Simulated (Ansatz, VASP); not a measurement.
Ti3Si in VASP and in Ansatz

```
Ti Si
1.0
     5.58381    0.00000    0.00000
    -2.79190    4.83572    0.00000
     0.00000    0.00000    4.47321
Ti Si
6 2
Direct
  0.34318 0.17159 0.80030
  0.82841 0.17159 0.80030
  0.82841 0.65682 0.80030
  0.65682 0.82841 0.30030
  0.17159 0.82841 0.30030
  0.17159 0.34318 0.30030
  0.33333 0.66667 0.75000
  0.66667 0.33333 0.25000
```

Change from the starting cell: all Ti atoms moved +0.225 Å, as atom 1 along Cartesian [0 0 1].

Alike in both runs: task single point; functional PBEsol; k mesh 12 × 12 × 10; occupations gaussian, width 0.15 eV; no spin polarisation.

```csv
,VASP,Ansatz
version,VASP 6.6.1,Ansatz 0.2.0
potentials or method,"VASP PAW PBE potentials, release 64 (Ti_sv, Si), cutoff 520 eV","scalar-relativistic, plane waves, PAW"
valence electrons in the cell,80,80
```

VASP gave:

| Property | Result |
| --- | --- |
| gap on the k mesh at the Fermi level (eV) | none |
| pressure (GPa) | 1.6 |
| traceless stress, the component that is largest in VASP (GPa) | 2.05 |
| rms of the force components (eV/Å) | 0.664 |

**Question.** Estimate Ansatz's values.

**Answer.** gap on the k mesh at the Fermi level (eV): none; pressure (GPa): 1.7; traceless stress, the component that is largest in VASP (GPa): 2.04; rms of the force components (eV/Å): 0.661.

VASP's potentials were made for PBE, not for PBEsol. Atom by atom the forces differ by 0.006 eV/Å (rms over components). A gap of «none» marks a metal or a gap that the smearing closes. With one functional, cell and mesh, what is left measures potentials, basis and numerics.
